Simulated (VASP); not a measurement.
# Mg (Fm-3m) in VASP: a series of runs, part 2 of 2

VASP 6.6.1.

## (4) Electric field gradients, LDA (volume scaled by 1.04)

Input file INCAR:

```
SYSTEM = Mg
PREC = Accurate ; ENCUT = 520
EDIFF = 1E-8 ; ISMEAR = -1
SIGMA = 0.03 ; LREAL = .FALSE.
LASPH = .TRUE. ; NELM = 80
ALGO = Normal ; ISIF = 2
LWAVE = .FALSE. ; LCHARG = .FALSE.
GGA = CA ; LEFG = .TRUE.
NBANDS = 7
```

Input file KPOINTS:

```
Automatic mesh
0
G
  16 16 16
  0 0 0
```

Input file POSCAR:

```
Mg
1.0
    0.0000000000      2.2737890710      2.2737890710
    2.2737890710      0.0000000000      2.2737890710
    2.2737890710      2.2737890710      0.0000000000
Mg
1
Direct
    0.0000000000      0.0000000000      0.0000000000
```

Potentials or basis: VASP PAW LDA potentials, release 64 (Mg).

Launch:

```sh
cat potpaw_LDA.64/Mg/POTCAR > POTCAR
mpirun -np 1 vasp_std > vasp.out
```

OUTCAR:

```text
SYSTEM = Mg
   PREC = Accurate
   ENCUT = 520
   EDIFF = 1E-8
   ISMEAR = -1
   LREAL = .FALSE.
   LASPH = .TRUE.
   NELM = 80
   ISIF = 2
   GGA = CA

 ion  position               nearest neighbor table
   1  0.000  0.000  0.000-

  LATTYP: Found a face centered cubic cell.
 ALAT       =     4.5475781420

  Lattice vectors:

 A1 = (   0.0000000000,   2.2737890710,   2.2737890710)
 A2 = (   2.2737890710,   0.0000000000,   2.2737890710)
 A3 = (   2.2737890710,   2.2737890710,   0.0000000000)

Analysis of symmetry for initial positions (statically):
=====================================================================
 Subroutine PRICEL returns:
 Original cell was already a primitive cell.

 Routine SETGRP: Setting up the symmetry group for a
 face centered cubic supercell.

 Subroutine GETGRP returns: Found 48 space group operations
 (whereof 48 operations were pure point group operations)
 out of a pool of 48 trial point group operations.

The static configuration has the point symmetry O_h .

Analysis of symmetry for dynamics (positions and initial velocities):
=====================================================================
 Subroutine PRICEL returns:
 Original cell was already a primitive cell.

 Routine SETGRP: Setting up the symmetry group for a
 face centered cubic supercell.

 Subroutine GETGRP returns: Found 48 space group operations
 (whereof 48 operations were pure point group operations)
 out of a pool of 48 trial point group operations.

The dynamic configuration has the point symmetry O_h .

 Subroutine INISYM returns: Found 48 space group operations
[... 143 lines left out ...]

 val. band max:        2.2688288430   @ k =  -0.3750   0.1875   0.0625
 cond. band min:       2.3374218749   @ k =  -0.3750   0.4375   0.1250
 fundamental gap:      0.0685930320
 Fermi energy:         2.3245476628

 k-point     1 :       0.0000    0.0000    0.0000
  band No.  band energies     occupation
      1      -4.4707      2.00000
      2      14.4976      0.00000
      3      14.4976      0.00000
      4      14.4976      0.00000
      5      16.1620      0.00000
      6      16.1620      0.00000
      7      16.1620      0.00000
[... 221 lines left out ...]
 k-point    24 :      -0.0625    0.0625    0.0000
  band No.  band energies     occupation
      1      -4.2432      2.00000
      2      12.2182      0.00000
      3      12.9462      0.00000
      4      14.7182      0.00000
      5      16.3279      0.00000
      6      16.6668      0.00000
      7      17.2342      0.00000

 [... further k-points ...]
[... 5 lines left out ...]
  --------------------------------------------------------------------------------------
  -------------------------------------------------------------------------------------
  Total       -0.4196662     -0.4196662     -0.4196662      0.0000000     -0.0000000      0.0000000
  in kB      -28.5978910    -28.5978910    -28.5978910      0.0000000     -0.0000000      0.0000000
  external PRESSURE =     -28.5978910 kB  Pullay stress =       0.0000000 kB

 VOLUME and BASIS-vectors are now :
 -----------------------------------------------------------------------------
  energy-cutoff  :      520.00
  volume of cell :       23.51
      direct lattice vectors                 reciprocal lattice vectors
     0.000000000  2.273789071  2.273789071    -0.219897266  0.219897266  0.219897266
     2.273789071  0.000000000  2.273789071     0.219897266 -0.219897266  0.219897266
     2.273789071  2.273789071  0.000000000     0.219897266  0.219897266 -0.219897266

 POSITION                                       TOTAL-FORCE (eV/Angst)
 -----------------------------------------------------------------------------------
      0.00000      0.00000      0.00000         0.000000      0.000000      0.000000
 -----------------------------------------------------------------------------------
    total drift:                               -0.000000      0.000000      0.000000

  FREE ENERGIE OF THE ION-ELECTRON SYSTEM (eV)
  ---------------------------------------------------
  free  energy   TOTEN  =        -1.7771057493 eV

  energy  without entropy=       -1.7755482822  energy(sigma->0) =       -1.77632702

 Electric field gradients (V/A^2)
---------------------------------------------------------------------
 ion       V_xx      V_yy      V_zz      V_xy      V_xz      V_yz
---------------------------------------------------------------------
   1      -0.000     0.000    -0.000    -0.000    -0.000    -0.000
---------------------------------------------------------------------

 Electric field gradients after diagonalization (V/A^2)
 (convention: |V_zz| > |V_xx| > |V_yy|)
----------------------------------------------------------------------
 ion       V_xx      V_yy      V_zz     asymmetry (V_yy - V_xx)/ V_zz
----------------------------------------------------------------------
   1       0.000     0.000    -0.000       0.000
----------------------------------------------------------------------

           NMR quadrupolar parameters

 Cq : quadrupolar parameter    Cq=e*Q*V_zz/h
 eta: asymmetry parameters     (V_yy - V_xx)/ V_zz
 Q  : nuclear electric quadrupole moment in mb (millibarn)
----------------------------------------------------------------------
 ion       Cq(MHz)       eta       Q (mb)
----------------------------------------------------------------------
   1      -0.000       0.000       1.000
----------------------------------------------------------------------
```

stdout:

```text
POSCAR found type information on POSCAR Mg
 POSCAR found :  1 types and       1 ions
 scaLAPACK will be used
 LDA part: xc-table for (Slater(with rela. corr.)+CA(PZ))
 , standard interpolation
 POSCAR, INCAR and KPOINTS ok, starting setup
 FFT: planning ... GRIDC
 FFT: planning ... GRID_SOFT
 FFT: planning ... GRID
 WAVECAR not read
 entering main loop
ion   1
```

It took 9.8 s on 1 thread of Intel Xeon Platinum 8375C at 2.90GHz (Ice Lake), shared host; peak memory 0.14 GiB.

What came out:

* Free energy: -1.7771 eV
* Pressure: -2.9 GPa
* Band gap on the k mesh: zero (band 1 reaches 3.78 eV, above the bottom of band 2 at 1.01 eV)

Caveat: without QUAD_EFG the Cq values of the log hold for a quadrupole moment of 1 mb, not for the nuclei.

## (5) Electric field gradients, LDA (volume scaled by 1.06)

Input file INCAR:

```
SYSTEM = Mg
PREC = Accurate
ENCUT = 520
EDIFF = 1E-8
ISMEAR = -1
SIGMA = 0.03
LREAL = .FALSE.
LASPH = .TRUE.
NELM = 100
ALGO = Normal
ISIF = 2
LWAVE = .FALSE.
LCHARG = .FALSE.
LEFG = .TRUE.
NBANDS = 7
```

Input file KPOINTS:

```
regular mesh
0
G
  16 16 16
  0 0 0
```

Input file POSCAR:

```
Mg
1.0
    0.0000000000      2.2882721944      2.2882721944
    2.2882721944      0.0000000000      2.2882721944
    2.2882721944      2.2882721944      0.0000000000
Mg
1
Direct
    0.0000000000      0.0000000000      0.0000000000
```

Potentials or basis: VASP PAW LDA potentials, release 64 (Mg).

Launch:

```sh
cat potpaw_LDA.64/Mg/POTCAR > POTCAR
mpirun -np 1 vasp_std > vasp.out
```

OUTCAR:

```text
SYSTEM = Mg
   PREC = Accurate
   ENCUT = 520
   EDIFF = 1E-8
   ISMEAR = -1
   LREAL = .FALSE.
   LASPH = .TRUE.
   NELM = 100
   ISIF = 2

 ion  position               nearest neighbor table
   1  0.000  0.000  0.000-

  LATTYP: Found a face centered cubic cell.
 ALAT       =     4.5765443888

  Lattice vectors:

 A1 = (   0.0000000000,   2.2882721944,   2.2882721944)
 A2 = (   2.2882721944,   0.0000000000,   2.2882721944)
 A3 = (   2.2882721944,   2.2882721944,   0.0000000000)

Analysis of symmetry for initial positions (statically):
=====================================================================
 Subroutine PRICEL returns:
 Original cell was already a primitive cell.

 Routine SETGRP: Setting up the symmetry group for a
 face centered cubic supercell.

 Subroutine GETGRP returns: Found 48 space group operations
 (whereof 48 operations were pure point group operations)
 out of a pool of 48 trial point group operations.

The static configuration has the point symmetry O_h .

Analysis of symmetry for dynamics (positions and initial velocities):
=====================================================================
 Subroutine PRICEL returns:
 Original cell was already a primitive cell.

 Routine SETGRP: Setting up the symmetry group for a
 face centered cubic supercell.

 Subroutine GETGRP returns: Found 48 space group operations
 (whereof 48 operations were pure point group operations)
 out of a pool of 48 trial point group operations.

The dynamic configuration has the point symmetry O_h .

 Subroutine INISYM returns: Found 48 space group operations
 (whereof 48 operations are pure point group operations),
 and found     1 'primitive' translations

[... 142 lines left out ...]
 cond. band min:       2.2453534853   @ k =  -0.3750   0.4375   0.1250
 fundamental gap:      0.0751004178
 Fermi energy:         2.2308503021

 k-point     1 :       0.0000    0.0000    0.0000
  band No.  band energies     occupation
      1      -4.4861      2.00000
      2      14.2884      0.00000
      3      14.2884      0.00000
      4      14.2884      0.00000
      5      15.8519      0.00000
      6      15.8519      0.00000
      7      15.8519      0.00000
[... 221 lines left out ...]
 k-point    24 :      -0.0625    0.0625    0.0000
  band No.  band energies     occupation
      1      -4.2615      2.00000
      2      12.0220      0.00000
      3      12.7230      0.00000
      4      14.5062      0.00000
      5      16.0155      0.00000
      6      16.3823      0.00000
      7      16.9473      0.00000

 [... further k-points ...]
[... 5 lines left out ...]
  --------------------------------------------------------------------------------------
  -------------------------------------------------------------------------------------
  Total       -0.5044040     -0.5044040     -0.5044040     -0.0000000      0.0000000     -0.0000000
  in kB      -33.7237651    -33.7237651    -33.7237651     -0.0000000      0.0000000     -0.0000000
  external PRESSURE =     -33.7237651 kB  Pullay stress =       0.0000000 kB

 VOLUME and BASIS-vectors are now :
 -----------------------------------------------------------------------------
  energy-cutoff  :      520.00
  volume of cell :       23.96
      direct lattice vectors                 reciprocal lattice vectors
     0.000000000  2.288272194  2.288272194    -0.218505474  0.218505474  0.218505474
     2.288272194  0.000000000  2.288272194     0.218505474 -0.218505474  0.218505474
     2.288272194  2.288272194  0.000000000     0.218505474  0.218505474 -0.218505474

 POSITION                                       TOTAL-FORCE (eV/Angst)
 -----------------------------------------------------------------------------------
      0.00000      0.00000      0.00000         0.000000      0.000000     -0.000000
 -----------------------------------------------------------------------------------
    total drift:                                0.000000     -0.000000     -0.000000

  FREE ENERGIE OF THE ION-ELECTRON SYSTEM (eV)
  ---------------------------------------------------
  free  energy   TOTEN  =        -1.7683047257 eV

  energy  without entropy=       -1.7667874090  energy(sigma->0) =       -1.76754607

 Electric field gradients (V/A^2)
---------------------------------------------------------------------
 ion       V_xx      V_yy      V_zz      V_xy      V_xz      V_yz
---------------------------------------------------------------------
   1       0.000    -0.000     0.000    -0.000    -0.000    -0.000
---------------------------------------------------------------------

 Electric field gradients after diagonalization (V/A^2)
 (convention: |V_zz| > |V_xx| > |V_yy|)
----------------------------------------------------------------------
 ion       V_xx      V_yy      V_zz     asymmetry (V_yy - V_xx)/ V_zz
----------------------------------------------------------------------
   1       0.000     0.000    -0.000       0.000
----------------------------------------------------------------------

           NMR quadrupolar parameters

 Cq : quadrupolar parameter    Cq=e*Q*V_zz/h
 eta: asymmetry parameters     (V_yy - V_xx)/ V_zz
 Q  : nuclear electric quadrupole moment in mb (millibarn)
----------------------------------------------------------------------
 ion       Cq(MHz)       eta       Q (mb)
----------------------------------------------------------------------
   1      -0.000       0.000       1.000
----------------------------------------------------------------------
```

stdout:

```text
POSCAR found type information on POSCAR Mg
 POSCAR found :  1 types and       1 ions
 scaLAPACK will be used
 LDA part: xc-table for (Slater(with rela. corr.)+CA(PZ))
 , standard interpolation
 POSCAR, INCAR and KPOINTS ok, starting setup
 FFT: planning ... GRIDC
 FFT: planning ... GRID_SOFT
 FFT: planning ... GRID
 WAVECAR not read
 entering main loop
ion   1
```

Run time: 9.1 s. Hardware: 1 thread of Intel Xeon Platinum 8375C at 2.90GHz (Ice Lake), shared host; peak memory 0.14 GiB.

What came out:

- Free energy: -1.7683 eV
- Pressure: -3.4 GPa
- Band gap on the k mesh: zero (band 1 reaches 3.67 eV, above the bottom of band 2 at 0.92 eV)

Levels at points of the mesh, in eV from the Fermi level:
```csv
k point,band 1,band 2,band 3,band 4,band 5
"(0.00, 0.00, 0.00)",-6.72,12.06,12.06,12.06,13.62
"(0.50, 0.00, 0.00)",-1.59,-1.32,11.03,11.03,11.50
"(0.50, 0.50, 0.00)",-0.18,0.76,6.06,6.67,6.67
```

Caveat: without QUAD_EFG the Cq values of the log hold for a quadrupole moment of 1 mb, not for the nuclei.

## (6) Overview

```tsv
cell	gap on the mesh (eV)	pressure (GPa)
a = 3.184 Å, angles 60.0°, 1 atom	none	-2.0
a = 3.216 Å, angles 60.0°, 1 atom	none	-2.9
a = 3.236 Å, angles 60.0°, 1 atom	none	-3.4
```

Alike in all rows: task electric field gradients; level LDA; potentials or basis VASP PAW LDA potentials, release 64 (Mg); no spin polarisation; k mesh 16 × 16 × 16; cutoff (eV) 520; smearing fermi-dirac 0.03 eV.

Absolute energies hang on the potentials; compare differences alone.
